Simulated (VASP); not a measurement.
Si13P2Pt3Au2, 20 atoms in the cell. The cell holds a disordered packing, 20 atoms: a = 6.480 Å, b = 6.786 Å, c = 7.158 Å, α = 87.59°, β = 90.56°, γ = 90.05°. 

* Program: VASP 6.6.1
* Task: single point
* Functional: PBE
* Potentials or basis: VASP PAW PBE potentials, release 64 (Si, Pt, P, Au)
* Cutoff: 520 eV
* k mesh: 1 × 1 × 1, shifted
* Occupations: fermi-dirac, width 0.05 eV
* Spin: no spin polarisation
* Dipole correction: no
* Further INCAR settings: LREAL = Auto; ALGO = Normal; EDIFF = 1e-07; NBANDS = 73; ISYM = 0

Potentials or basis: VASP PAW PBE potentials, release 64 (Si, Pt, P, Au).

Run with:

```sh
$ cat potpaw_PBE.64/Si/POTCAR potpaw_PBE.64/Pt/POTCAR potpaw_PBE.64/P/POTCAR potpaw_PBE.64/Au/POTCAR > POTCAR
$ mpirun -np 1 vasp_std > vasp.out
```

Hardware: 1 thread of Intel(R) Xeon(R) 6975P-C (Granite Rapids) (shared host).

Problem. How long does it take, and how much memory?

Solution. Run time: 40 s on 1 thread of Intel(R) Xeon(R) 6975P-C (Granite Rapids), with other jobs on the host, peak memory 0.33 GiB. Counts: scf iterations 16, k points 1.
